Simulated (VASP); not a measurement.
# TePt (P6_3/mmc) in VASP: further runs

TePt is run at these levels: PBEsol; tasks: single point.

Everything below comes from runs of VASP 6.6.1. Logs are shortened: lines on timing, memory, paths and dates and some standing lists are left out, and cuts for length are marked.

### Step 1. The cell of the first run

Symmetry: P6_3/mmc, No. 194, hexagonal system. Conventional cell: a = 3.782 Å, b = 3.782 Å, c = 5.010 Å, α = 90.00°, β = 90.00°, γ = 120.00°. Within 3.4 Å of Te (site symmetry -6m2) lie 6 Pt at 2.52 Å and 6 Te at 3.32 Å. Within 3.3 Å of Pt (site symmetry -3m) lie 2 Pt at 2.51 Å and 6 Te at 2.52 Å.

### Step 2. Single point, PBEsol (strain -0.080 along x and y, -0.080 along z)

File INCAR:

```
PREC = Accurate
ENCUT = 520
EDIFF = 1E-6
ISMEAR = 0
SIGMA = 0.15
LREAL = False
LASPH = True
NELM = 80
ALGO = Normal
ISIF = 2
LWAVE = False
LCHARG = False
GGA = PS
NBANDS = 24
```

File KPOINTS:

```
Automatic mesh
0
Gamma
  12 12 10
```

File POSCAR:

```
TePt
1.0
    3.7821198268      0.0000000000      0.0000000000
   -1.8910599134      3.2754118502      0.0000000000
    0.0000000000      0.0000000000      5.0103200000
Te Pt
2 2
Direct
    0.3333333333      0.6666666667      0.2500000000
    0.6666666667      0.3333333333      0.7500000000
    0.0000000000      0.0000000000      0.0000000000
    0.0000000000      0.0000000000      0.5000000000
```

Potentials or basis: VASP PAW PBE potentials, release 64 (Te, Pt).

Command:

```console
> cat potpaw_PBE.64/Te/POTCAR potpaw_PBE.64/Pt/POTCAR > POTCAR
> mpirun -np 1 vasp_std > vasp.out
```

OUTCAR:

```text
PREC = Accurate
   ENCUT = 520
   EDIFF = 1E-6
   ISMEAR = 0
   LREAL = False
   LASPH = True
   NELM = 80
   ISIF = 2
   GGA = PS

 ion  position               nearest neighbor table
   1  0.333  0.667  0.250-   3 2.52   4 2.52   3 2.52   4 2.52   3 2.52   4 2.52   2 3.32   2 3.32
                             2 3.32   2 3.32   2 3.32   2 3.32
   2  0.667  0.333  0.750-   3 2.52   4 2.52   3 2.52   4 2.52   3 2.52   4 2.52   1 3.32   1 3.32
                             1 3.32   1 3.32   1 3.32   1 3.32
   3  0.000  0.000  0.000-   4 2.51   4 2.51   1 2.52   2 2.52   2 2.52   1 2.52   2 2.52   1 2.52

   4  0.000  0.000  0.500-   3 2.51   3 2.51   1 2.52   2 2.52   2 2.52   1 2.52   2 2.52   1 2.52

  LATTYP: Found a hexagonal cell.
 ALAT       =     3.7821198268
 C/A-ratio  =     1.3247385671

  Lattice vectors:

 A1 = (   3.7821198268,   0.0000000000,   0.0000000000)
 A2 = (  -1.8910599134,   3.2754118502,   0.0000000000)
 A3 = (   0.0000000000,   0.0000000000,   5.0103200000)

Analysis of symmetry for initial positions (statically):
=====================================================================
 Subroutine PRICEL returns:
 Original cell was already a primitive cell.

 Routine SETGRP: Setting up the symmetry group for a
 hexagonal supercell.

 Subroutine GETGRP returns: Found 24 space group operations
 (whereof 12 operations were pure point group operations)
 out of a pool of 24 trial point group operations.

The static configuration has the point symmetry D_3d.
 The point group associated with its full space group is D_6h.

Analysis of symmetry for dynamics (positions and initial velocities):
=====================================================================
 Subroutine PRICEL returns:
 Original cell was already a primitive cell.

 Routine SETGRP: Setting up the symmetry group for a
 hexagonal supercell.

 Subroutine GETGRP returns: Found 24 space group operations
 (whereof 12 operations were pure point group operations)
 out of a pool of 24 trial point group operations.

The dynamic configuration has the point symmetry D_3d.
 The point group associated with its full space group is D_6h.

 Subroutine INISYM returns: Found 24 space group operations
 (whereof 12 operations are pure point group operations),
 and found     1 'primitive' translations

----------------------------------------------------------------------------------------

                                     Primitive cell

  volume of cell :      62.0678

  direct lattice vectors                    reciprocal lattice vectors
     3.782119827  0.000000000  0.000000000     0.264401988  0.152652559  0.000000000
    -1.891059913  3.275411850  0.000000000     0.000000000  0.305305118  0.000000000
     0.000000000  0.000000000  5.010320000     0.000000000  0.000000000  0.199588050

  length of vectors
     3.782119827  3.782119827  5.010320000     0.305305118  0.305305118  0.199588050

  position of ions in fractional coordinates (direct lattice)
     0.333333333  0.666666667  0.250000000
     0.666666667  0.333333333  0.750000000
     0.000000000  0.000000000  0.000000000
     0.000000000  0.000000000  0.500000000

  ion indices of the primitive-cell ions
   primitive index   ion index
                 1           1
                 2           2
                 3           3
                 4           4

----------------------------------------------------------------------------------------

 KPOINTS: Automatic mesh

Automatic generation of k-mesh.
 Grid dimensions read from file:
 generate k-points for:   12   12   10

 Generating k-lattice:

  Cartesian coordinates                     Fractional coordinates (reciprocal lattice)
     0.022033499  0.012721047  0.000000000     0.083333333  0.000000000  0.000000000
     0.000000000  0.025442093  0.000000000     0.000000000  0.083333333  0.000000000
     0.000000000  0.000000000  0.019958805     0.000000000  0.000000000  0.100000000

  Length of vectors
     0.025442093  0.025442093  0.019958805

  Shift w.r.t. Gamma in fractional coordinates (k-lattice)
     0.000000000  0.000000000  0.000000000

 Subroutine IBZKPT returns following result:
 ===========================================

 Found    114 irreducible k-points:

 Following reciprocal coordinates:
            Coordinates               Weight
  0.000000  0.000000  0.000000      1.000000
  0.083333 -0.000000  0.000000      6.000000
  0.166667 -0.000000  0.000000      6.000000
  0.250000 -0.000000  0.000000      6.000000
  0.333333 -0.000000  0.000000      6.000000
  0.416667  0.000000  0.000000      6.000000
[... 16 lines left out ...]
  0.250000 -0.000000  0.100000     12.000000
  0.333333 -0.000000  0.100000     12.000000
 [... further k-points ...]
   k-points           NKPTS =    114   k-points in BZ     NKDIM =    114   number of bands    NBANDS=     24
   number of dos      NEDOS =    301   number of ions     NIONS =      4
   total plane-waves  NPLWV =  31360
   dimension x,y,z NGX =    28 NGY =   28 NGZ =   40
   dimension x,y,z NGXF=    56 NGYF=   56 NGZF=   80
   ions per type =               2   2
   NGX,Y,Z   is equivalent  to a cutoff of  12.31, 12.31, 13.27 a.u.
   NGXF,Y,Z  is equivalent  to a cutoff of  24.62, 24.62, 26.54 a.u.
 SYSTEM =  unknown system
   PREC   = accura    normal or accurate (medium, high low for compatibility)
   ISTART =      0    job   : 0-new  1-cont  2-samecut
   ICHARG =      2    charge: 1-file 2-atom 10-const
   ISPIN  =      1    spin polarized calculation?
   LNONCOLLINEAR =      F non collinear calculations
   LSORBIT =      F    spin-orbit coupling
   LASPH  =      T    aspherical Exc in radial PAW
   ENCUT  =  520.0 eV  38.22 Ry    6.18 a.u.   7.03  7.03  9.32*2*pi/ulx,y,z
   NELM   =     80;   NELMIN=  2; NELMDL= -5     # of ELM steps
   EDIFF  = 0.1E-05   stopping-criterion for ELM
   LREAL  =      F    real-space projection
   EDIFFG = 0.1E-04   stopping-criterion for IOM
   NSW    =      0    number of steps for IOM
   IBRION =     -1    ionic relax: 0-MD 1-quasi-New 2-CG
   NFREE  =      0    steps in history (QN), initial steepest desc. (CG)
   ISIF   =      2    stress and relaxation
   ISYM   =      2    0-nonsym 1-usesym 2-fastsym
   POTIM  = 0.5000    time-step for ionic-motion
   TEBEG  =    0.0;   TEEND  =   0.0 temperature during run
   PSTRESS=    0.0 pullay stress
   NELECT =      32.0000    total number of electrons
   NUPDOWN=      -1.0000    fix difference up-down
   EMIN   =  10.00;   EMAX   =-10.00  energy-range for DOS
   EFERMI =   0.00;   METHOD = LEGACY
   ISMEAR =     0;   SIGMA  =   0.15  broadening in eV -4-tet -1-fermi 0-gaus
   EFERMI_NEDOS =   21; number of points for ismear=-14 and -15
   IALGO  =     38    algorithm
   IMIX   =      4    mixing-type and parameters
     AMIX     =   0.40;   BMIX     =  1.00
     AMIX_MAG =   1.60;   BMIX_MAG =  1.00
  volume/ion in A,a.u.               =      15.52       104.71
  Fermi-wavevector in a.u.,A,eV,Ry     =   1.312711  2.480665 23.445713  1.723211
  Thomas-Fermi vector in A             =   2.443085
   LORBIT       =      0    0 simple, 1 ext, 2 COOP (PROOUT), +10 PAW based schemes
   GGA     = PS    functional components
   LHFCALC =     F    Hartree Fock is set to
   AEXX    =    0.0000 exact exchange contribution
   IVDW    =     0    specifies the selected vdW correction
   LEPSILON=     F    determine dielectric tensor
   LRPA    =     F    only Hartree local field effects (RPA)
 non-spin polarized calculation
 Gauss-broadening in eV      SIGMA  =   0.15
  energy-cutoff  :      520.00
  volume of cell :       62.07
 maximum number of plane-waves:      1686
   NGX = 15   NGY = 15   NGZ = 19

 number of electron      32.0000001 magnetization

 Free energy of the ion-electron system (eV)
  ---------------------------------------------------
  ext. energy  EPLUGINS =         0.00000000
  ---------------------------------------------------
  free energy    TOTEN  =       -16.59139569 eV

  energy without entropy =      -16.57225651  energy(sigma->0) =      -16.58182610

 E-fermi :  15.9053     XC(G=0): -13.0439

 val. band max:       15.9046826817   @ k =   0.4167   0.1667   0.2000
 cond. band min:      15.9175491882   @ k =   0.3333   0.2500   0.0000
 fundamental gap:      0.0128665065
 Fermi energy:        15.9053292925

 k-point     1 :       0.0000    0.0000    0.0000
  band No.  band energies     occupation
      1      -1.9320      2.00000
      2       3.0359      2.00000
      3       5.1332      2.00000
      4       6.3918      2.00000
      5       6.3918      2.00000
      6       6.9014      2.00000
[... 16 lines left out ...]
     23      23.8405      0.00000
     24      23.8409      0.00000

 k-point     2 :       0.0833   -0.0000    0.0000
  band No.  band energies     occupation
      1      -1.8247      2.00000
      2       2.8783      2.00000
      3       5.2629      2.00000
      4       6.4283      2.00000
      5       6.6115      2.00000
      6       6.8776      2.00000
[... 16 lines left out ...]
     23      22.8959      0.00000
     24      23.3315      0.00000

 k-point     3 :       0.1667   -0.0000    0.0000
  band No.  band energies     occupation
      1      -1.5083      2.00000
      2       2.5164      2.00000
      3       5.6434      2.00000
      4       6.5167      2.00000
      5       6.7724      2.00000
      6       7.1240      2.00000
[... 16 lines left out ...]
     23      22.3344      0.00000
     24      22.4203      0.00000
[... 514 lines left out ...]
 k-point    23 :       0.2500   -0.0000    0.1000
  band No.  band energies     occupation
      1      -0.9443      2.00000
      2       2.0111      2.00000
      3       6.0997      2.00000
      4       6.5364      2.00000
      5       6.6547      2.00000
      6       7.5667      2.00000
[... 16 lines left out ...]
     23      22.8184      0.00000
     24      23.1260      0.00000

 k-point    24 :       0.3333   -0.0000    0.1000
  band No.  band energies     occupation
      1      -0.3029      2.00000
      2       1.7128      2.00000
      3       5.7231      2.00000
      4       6.6751      2.00000
      5       6.7115      2.00000
      6       7.3919      2.00000
[... 16 lines left out ...]
     23      22.7735      0.00000
     24      24.2240      0.00000

 [... further k-points ...]

------------------------ aborting loop because EDIFF is reached ----------------------------------------

  FORCE on cell =-STRESS in cart. coord.  units (eV):
  Direction    XX          YY          ZZ          XY          YZ          ZX
  --------------------------------------------------------------------------------------
  -------------------------------------------------------------------------------------
  Total       37.3570603     37.3570603     39.4124156      0.0000000      0.0000000     -0.0000000
  in kB      964.3098693    964.3098694   1017.3654193      0.0000000      0.0000000     -0.0000000
  external PRESSURE =     981.9950527 kB  Pullay stress =       0.0000000 kB

 VOLUME and BASIS-vectors are now :
 -----------------------------------------------------------------------------
  energy-cutoff  :      520.00
  volume of cell :       62.07
      direct lattice vectors                 reciprocal lattice vectors
     3.782119827  0.000000000  0.000000000     0.264401988  0.152652559  0.000000000
    -1.891059913  3.275411850  0.000000000     0.000000000  0.305305118  0.000000000
     0.000000000  0.000000000  5.010320000     0.000000000  0.000000000  0.199588050

 POSITION                                       TOTAL-FORCE (eV/Angst)
 -----------------------------------------------------------------------------------
     -0.00000      2.18361      1.25258         0.000000      0.000000      0.000000
      1.89106      1.09180      3.75774        -0.000000     -0.000000      0.000000
      0.00000      0.00000      0.00000         0.000000      0.000000      0.000000
      0.00000      0.00000      2.50516         0.000000      0.000000      0.000000
 -----------------------------------------------------------------------------------
    total drift:                                0.000000     -0.000000      0.000000

  FREE ENERGIE OF THE ION-ELECTRON SYSTEM (eV)
  ---------------------------------------------------
  free  energy   TOTEN  =       -16.5913956876 eV

  energy  without entropy=      -16.5722565068  energy(sigma->0) =      -16.58182610
```

Run time: 73 s. Hardware: 1 thread of Intel Xeon Platinum 8488C (Sapphire Rapids), shared host; peak memory 0.28 GiB.

What came out:

```yaml
Free_energy: -16.5914 eV
Pressure: 98.2 GPa
Band_gap_on_the_k_mesh: zero (bands 16 and 17 overlap by 1.84 eV)
```

Stress tensor (GPa, compression positive):
```
 96.43   0.00   0.00
  0.00  96.43   0.00
  0.00   0.00 101.74
```

Caveat: the cell differs from its parent crystal (strain -0.080 along x and y, -0.080 along z); the cell stands under pressure; the PAW data sets were made with another functional, which shifts forces and pressure a little; spin-orbit coupling is left out, which moves the levels of the heavy elements.

### Step 3. Single point, PBEsol (strain -0.080 along x and y, -0.040 along z)

File INCAR:

```
SYSTEM = TePt
PREC = Accurate
ENCUT = 520
EDIFF = 1E-7
ISMEAR = 0
SIGMA = 0.15
LREAL = .False.
LASPH = .True.
NELM = 60
ALGO = Normal
ISIF = 2
LWAVE = .False.
LCHARG = .False.
GGA = PS
NBANDS = 24
```

File KPOINTS:

```
regular mesh
0
Gamma
  12 12 10
  0 0 0
```

Edit POSCAR of step 2 so:

```diff
@@ -4,3 +4,3 @@
    -1.8910599134      3.2754118502      0.0000000000
-    0.0000000000      0.0000000000      5.0103200000
+    0.0000000000      0.0000000000      5.2281600000
 Te Pt
```

Potentials or basis: VASP PAW PBE potentials, release 64 (Te, Pt).

Command:

```console
> cat potpaw_PBE.64/Te/POTCAR potpaw_PBE.64/Pt/POTCAR > POTCAR
> mpirun -np 1 vasp_std > vasp.out
```

OUTCAR:

```text
SYSTEM = TePt
   PREC = Accurate
   ENCUT = 520
   EDIFF = 1E-7
   ISMEAR = 0
   LREAL = .False.
   LASPH = .True.
   NELM = 60
   ISIF = 2
   GGA = PS

 ion  position               nearest neighbor table
   1  0.333  0.667  0.250-   3 2.54   4 2.54   3 2.54   4 2.54   3 2.54   4 2.54   2 3.41   2 3.41
                             2 3.41   2 3.41   2 3.41   2 3.41
   2  0.667  0.333  0.750-   3 2.54   4 2.54   3 2.54   4 2.54   3 2.54   4 2.54   1 3.41   1 3.41
                             1 3.41   1 3.41   1 3.41   1 3.41
   3  0.000  0.000  0.000-   1 2.54   2 2.54   2 2.54   1 2.54   2 2.54   1 2.54   4 2.61   4 2.61

   4  0.000  0.000  0.500-   1 2.54   2 2.54   2 2.54   1 2.54   2 2.54   1 2.54   3 2.61   3 2.61

  LATTYP: Found a hexagonal cell.
 ALAT       =     3.7821198268
 C/A-ratio  =     1.3823358961

  Lattice vectors:

 A1 = (   3.7821198268,   0.0000000000,   0.0000000000)
 A2 = (  -1.8910599134,   3.2754118502,   0.0000000000)
 A3 = (   0.0000000000,   0.0000000000,   5.2281600000)

Analysis of symmetry for initial positions (statically):
=====================================================================
 Subroutine PRICEL returns:
 Original cell was already a primitive cell.

 Routine SETGRP: Setting up the symmetry group for a
[... 178 lines left out ...]
 fundamental gap:      0.0035612071
 Fermi energy:        14.9607690331

 k-point     1 :       0.0000    0.0000    0.0000
  band No.  band energies     occupation
      1      -2.3194      2.00000
      2       2.0457      2.00000
      3       4.5263      2.00000
      4       6.1018      2.00000
      5       6.1018      2.00000
      6       6.7659      2.00000
[... 637 lines left out ...]
     23      22.0556      0.00000
     24      23.6258      0.00000

 [... further k-points ...]

------------------------ aborting loop because EDIFF is reached ----------------------------------------

  FORCE on cell =-STRESS in cart. coord.  units (eV):
  Direction    XX          YY          ZZ          XY          YZ          ZX
  --------------------------------------------------------------------------------------
  -------------------------------------------------------------------------------------
  Total       31.5189411     31.5189411     29.4312775      0.0000000      0.0000000     -0.0000000
  in kB      779.7082532    779.7082532    728.0641144      0.0000000      0.0000000     -0.0000000
  external PRESSURE =     762.4935403 kB  Pullay stress =       0.0000000 kB

 VOLUME and BASIS-vectors are now :
 -----------------------------------------------------------------------------
  energy-cutoff  :      520.00
  volume of cell :       64.77
      direct lattice vectors                 reciprocal lattice vectors
     3.782119827  0.000000000  0.000000000     0.264401988  0.152652559  0.000000000
    -1.891059913  3.275411850  0.000000000     0.000000000  0.305305118  0.000000000
     0.000000000  0.000000000  5.228160000     0.000000000  0.000000000  0.191271882

 POSITION                                       TOTAL-FORCE (eV/Angst)
 -----------------------------------------------------------------------------------
     -0.00000      2.18361      1.30704        -0.000000     -0.000000      0.000000
      1.89106      1.09180      3.92112         0.000000      0.000000      0.000000
      0.00000      0.00000      0.00000        -0.000000      0.000000      0.000000
      0.00000      0.00000      2.61408        -0.000000      0.000000      0.000000
 -----------------------------------------------------------------------------------
    total drift:                                0.000000     -0.000000      0.000000

  FREE ENERGIE OF THE ION-ELECTRON SYSTEM (eV)
  ---------------------------------------------------
  free  energy   TOTEN  =       -18.0480972618 eV

  energy  without entropy=      -18.0269463396  energy(sigma->0) =      -18.03752180
```

stdout:

```text
POSCAR found type information on POSCAR TePt
 POSCAR found :  2 types and       4 ions
 scaLAPACK will be used
 -----------------------------------------------------------------------------
|                                                                             |
|                                                                             |
|     You enforced a specific xc type in the INCAR file but a different       |
|     I HOPE YOU KNOW WHAT YOU ARE DOING!                                     |
|                                                                             |
 -----------------------------------------------------------------------------

 LDA part: xc-table for (Slater+PW92), standard interpolation
 POSCAR, INCAR and KPOINTS ok, starting setup
 FFT: planning ... GRIDC
 FFT: planning ... GRID_SOFT
 FFT: planning ... GRID
 WAVECAR not read
 entering main loop
```

Run time: 86 s. Hardware: 1 thread of Intel Xeon Platinum 8488C (Sapphire Rapids), shared host; peak memory 0.29 GiB.

What came out:

```
Free energy            : -18.0481 eV
Pressure               : 76.2 GPa
Band gap on the k mesh : zero (bands 16 and 17 overlap by 1.72 eV)
```

Levels at points of the mesh, in eV from the Fermi level:
| k point | band 13 | band 14 | band 15 | band 16 | band 17 | band 18 | band 19 | band 20 |
| --- | --- | --- | --- | --- | --- | --- | --- | --- |
| (0.00, 0.00, 0.00) | -2.21 | -2.21 | 0.00 | 0.30 | 0.84 | 3.30 | 3.30 | 4.01 |
| (0.50, 0.00, 0.00) | -4.08 | -3.75 | -3.40 | -1.20 | 1.49 | 2.98 | 3.63 | 3.88 |
| (0.00, 0.00, 0.50) | -3.12 | -3.12 | 1.31 | 1.31 | 1.31 | 1.31 | 3.77 | 3.77 |
| (0.50, 0.00, 0.50) | -4.62 | -4.62 | -1.01 | -1.01 | 1.15 | 1.15 | 2.42 | 2.42 |

Caveat: the cell differs from its parent crystal (strain -0.080 along x and y, -0.040 along z); the cell stands under pressure; the PAW data sets were made with another functional, which shifts forces and pressure a little; spin-orbit coupling is left out, which moves the levels of the heavy elements.

[end of part 1 of 2]
